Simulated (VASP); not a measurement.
Set up this calculation in VASP 6.6.1, as the native input.

| Quantity | Value |
| --- | --- |
| Task | single point |
| Functional | PBEsol |
| Potentials or basis | VASP PAW PBE potentials, release 64 (Zn, S) |
| Cutoff | 520 eV |
| k mesh | 12 × 12 × 6 |
| Occupations | gaussian, width 0.02 eV |
| Spin | no spin polarisation |
| Dipole correction | no |
| Further INCAR settings | ALGO = Normal; EDIFF = 1e-07; NBANDS = 26 |

The structure of ZnS lies in POSCAR:

```
ZnS
1.0
    3.7815695537      0.0000000000      0.0000000000
   -1.8907847769      3.2749352997      0.0000000000
    0.0000000000      0.0000000000      6.2089940714
Zn S
2 2
Direct
    0.3333333333      0.6666666667      0.0054433261
    0.6666666667      0.3333333333      0.5054433261
    0.3333333333      0.6666666667      0.3795566739
    0.6666666667      0.3333333333      0.8795566739
```

The input as run:

INCAR

```
PREC = Accurate
ENCUT = 520
EDIFF = 1E-7
ISMEAR = 0
SIGMA = 0.02
LREAL = False
LASPH = True
NELM = 100
ALGO = Normal
ISIF = 2
LWAVE = False
LCHARG = True
GGA = PS
LELF = True
LVHAR = True
NBANDS = 26
```

KPOINTS

```
Automatic mesh
0
Gamma
  12 12 6
```

Potentials or basis: VASP PAW PBE potentials, release 64 (Zn, S).

Run with:

```console
$ cat potpaw_PBE.64/Zn/POTCAR potpaw_PBE.64/S/POTCAR > POTCAR
$ mpirun -np 1 vasp_std > vasp.out
```

It gave:

```
Pressure               : 0.2 GPa
Band gap on the k mesh : 2.16 eV
```

Caveat: the PAW data sets were made with another functional, which shifts forces and pressure a little.

Wall time 3.4 min on 1 thread of Intel Xeon 8259CL (shared host), peak memory 0.27 GiB.
